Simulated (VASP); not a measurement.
Set up this calculation in VASP 6.6.1, as the native input.

* Task: single point
* Functional: LDA
* Potentials or basis: VASP PAW LDA potentials, release 64 (Zr_sv, S)
* Cutoff: 520 eV
* k mesh: 16 × 16 × 16
* Occupations: gaussian, width 0.15 eV
* Spin: collinear spin
* Starting moments: [0.8, 0.0] μB
* Fixed moment: 0.8 μB
* Dipole correction: no
* Further INCAR settings: ALGO = Normal; EDIFF = 1e-06; NBANDS = 20

The structure of ZrS lies in POSCAR:

```
ZrS
1.0
    0.0000000000      2.4028323044      2.4028323044
    2.4028323044      0.0000000000      2.4028323044
    2.4028323044      2.4028323044      0.0000000000
Zr S
1 1
Direct
    0.0000000000      0.0000000000      0.0000000000
    0.5000000000      0.5000000000      0.5000000000
```

One way to write it, as run:

INCAR

```
PREC = Accurate
ENCUT = 520
EDIFF = 1E-6
ISMEAR = 0
SIGMA = 0.15
LREAL = False
LASPH = True
NELM = 150
ALGO = Normal
ISIF = 2
LWAVE = False
LCHARG = False
ISPIN = 2
MAGMOM = 0.8 0
LORBIT = 11
NUPDOWN = 0.8
LMAXMIX = 4
GGA = CA
NBANDS = 20
```

KPOINTS

```
regular mesh
0
Gamma
  16 16 16
```

Potentials or basis: VASP PAW LDA potentials, release 64 (Zr_sv, S).

Launch:

```console
$ cat potpaw_LDA.64/Zr_sv/POTCAR potpaw_LDA.64/S/POTCAR > POTCAR
$ mpirun -np 1 vasp_std > vasp.out
```

It gave:

| Item | Value |
| --- | --- |
| Pressure | 50.3 GPa |
| Net moment | 0.80 μB per cell |
| Site moments | Zr +0.44; S +0.06 μB |
| Valence electrons inside the program's atomic spheres | Zr 10.30; S 3.92 |

Caveat: the cell stands under pressure; the total moment is fixed, so each spin has its own Fermi level and the state may be an excited one.

It took 73 s on 1 thread of Intel(R) Xeon(R) 6975P-C (Granite Rapids) (shared host), peak memory 0.23 GiB.
